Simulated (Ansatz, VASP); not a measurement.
Given: the input of a run of Ansatz 0.2.0 on ZrC.

The input input.yaml:

```yaml
crystal:
  lattice:
    - [0.0, 2.5623782396, 2.5623782396]
    - [2.5623782396, 0.0, 2.5623782396]
    - [2.5623782396, 2.5623782396, 0.0]
  atoms:
    - { symbol: Zr, position: [0.5, 0.5, 0.5] }
    - { symbol: C, position: [0.75, 0.75, 0.75] }
hamiltonian:
  xc: pbe
  pseudopotentials: { kind: paw, azcp: { folder: soft_1 } }
kpoints:
  mp_grid: { grid: [9, 9, 9] }
scf:
  occupations: { method: fermi_dirac, width: 0.05 }
output:
  forces: true
  stress: true
  eigenvalues: true
```

Potentials or basis: Ansatz PAW soft_1.

Run with:

```bash
$ ansatz run input.yaml --threads 1 --pin off --max-ram 3584MiB --backend cpu --events-out ev --progress --plain --runs-dir out
```

Set up the same calculation for VASP 6.6.1. Potentials there: VASP PAW PBE potentials, release 64 (Zr_sv, C).

As run (the cutoff follows the program's own potentials):

File INCAR:

```
PREC = Accurate
ENCUT = 520
EDIFF = 1E-7
ISMEAR = -1
SIGMA = 0.05
LREAL = F
LASPH = T
NELM = 100
ALGO = Normal
ISIF = 2
LWAVE = F
LCHARG = F
GGA = PE
NBANDS = 15
```

File KPOINTS:

```
Automatic mesh
0
Gamma
  9 9 9
```

Contents of POSCAR:

```
ZrC
1.0
    0.0000000000      2.5623782396      2.5623782396
    2.5623782396      0.0000000000      2.5623782396
    2.5623782396      2.5623782396      0.0000000000
Zr C
1 1
Direct
    0.5000000000      0.5000000000      0.5000000000
    0.7500000000      0.7500000000      0.7500000000
```

Potentials or basis: VASP PAW PBE potentials, release 64 (Zr_sv, C).

Command:

```console
$ cat potpaw_PBE.64/Zr_sv/POTCAR potpaw_PBE.64/C/POTCAR > POTCAR
$ mpirun -np 1 vasp_std > vasp.out
```

Both were run:

|  | VASP | Ansatz | Ansatz less VASP |
| --- | --- | --- | --- |
| gap on the k mesh at the Fermi level (eV) | 0.56 | 0.56 | 0.000 |
| least direct gap on the mesh (eV) | 0.56 | 0.56 | 0.000 |
| pressure (GPa) | -2.7 | -2.8 | -0.11 |

Noted on Ansatz's run: odd divisions of the mesh miss points on the zone boundary, where band edges often lie, so the gap on the mesh can be too wide.
